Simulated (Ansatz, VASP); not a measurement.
# Rb in VASP and in Ansatz

```xyz
2
Lattice="5.0646 0.0000 0.0000 -2.5323 4.3861 0.0000 0.0000 0.0000 8.2270" Properties=species:S:1:pos:R:3 pbc="T T T"
Rb    2.5323    1.4620    2.0566
Rb    0.0000    2.9241    6.1705
```

Alike in both runs: functional PBE; k mesh 12 × 12 × 8; occupations gaussian, width 0.1 eV; no spin polarisation.

Ansatz relaxed the structure, and its values are those at the end. VASP's run is a single point on that final structure, the one shown.

|  | VASP | Ansatz |
| --- | --- | --- |
| version | VASP 6.6.1 | Ansatz 0.2.0 |
| potentials or method | VASP PAW PBE potentials, release 64 (Rb_sv), cutoff 520 eV | scalar-relativistic, plane waves, PAW |
| valence electrons in the cell | 18 | 18 |

|  | VASP | Ansatz | Ansatz less VASP |
| --- | --- | --- | --- |
| gap on the k mesh at the Fermi level (eV) | none | none | - |
| pressure (GPa) | 0.0 | 0.0 | 0.00 |

A gap of «none» marks a metal or a gap that the smearing closes. The functional is the same, so the differences come from potentials, cutoffs and numerics.
